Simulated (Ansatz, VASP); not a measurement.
PbS: VASP beside Ansatz

```xyz
2
Lattice="0.0324 2.9872 2.9872 2.9872 0.0324 2.9872 3.0196 3.0196 0.0000" Properties=species:S:1:pos:R:3 pbc="T T T"
Pb    0.0000    0.0000    0.0000
S     3.0196    3.0196    2.9872
```

Change from the starting cell: shear_xy strain +2.2%.

Alike in both runs: task single point; functional PBE; k mesh 8 × 8 × 8; occupations fermi-dirac, width 0.02 eV; no spin polarisation.

```csv
,VASP,Ansatz
version,VASP 6.6.1,Ansatz 0.2.0
potentials or method,"VASP PAW PBE potentials, release 64 (Pb_d, S)","plane waves, PAW"
plane-wave cutoff (eV),520,420
valence electrons in the cell,20,20
```

```csv
,VASP,Ansatz,Ansatz less VASP
pressure (GPa),0.9,0.9,+0.07
"traceless stress, the component that is largest in VASP (GPa)",-0.43,-0.43,+0.001
```

Spin-orbit coupling is off throughout.
